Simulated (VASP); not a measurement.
**Ag: single point with r2SCAN**

Crystal: Ag.

```
Ag
1.0
     0.00000    2.05185    2.05185
     2.05185    0.00000    2.05185
     2.05185    2.05185    0.00000
Ag
1
Direct
  0.00000 0.00000 0.00000
```

```
Program                : VASP 6.6.1
Task                   : single point
Functional             : r2SCAN
Potentials or basis    : VASP PAW PBE potentials, release 64 (Ag)
Cutoff                 : 550 eV
k mesh                 : 18 × 18 × 18
Occupations            : gaussian, width 0.1 eV
Spin                   : no spin polarisation
Dipole correction      : no
Further INCAR settings : ALGO = Normal; EDIFF = 1e-06; NBANDS = 12
```

```yaml
Pressure: 0.1 GPa
Band_gap_on_the_k_mesh: zero (an odd number of electrons rules out a gap without spin polarisation)
```

Levels at points of the mesh, in eV from the Fermi level:
```
           k point  band 3  band 4  band 5  band 6  band 7  band 8  band 9  band 10
(0.00, 0.00, 0.00)   -5.06   -5.06   -4.04   -4.04   16.65   20.30   20.30    20.30
(0.50, 0.00, 0.00)   -5.09   -3.24   -3.24   -0.26    3.67   15.89   18.50    18.50
(0.50, 0.50, 0.00)   -3.28   -3.03   -3.03    1.77    6.90   11.10   11.10    17.55
```

Wall time 43 s on 1 thread of Intel(R) Xeon(R) 6975P-C (Granite Rapids), on a shared host, peak memory 0.17 GiB.

Caveat: the PAW data sets were made with another functional, which shifts forces and pressure a little.
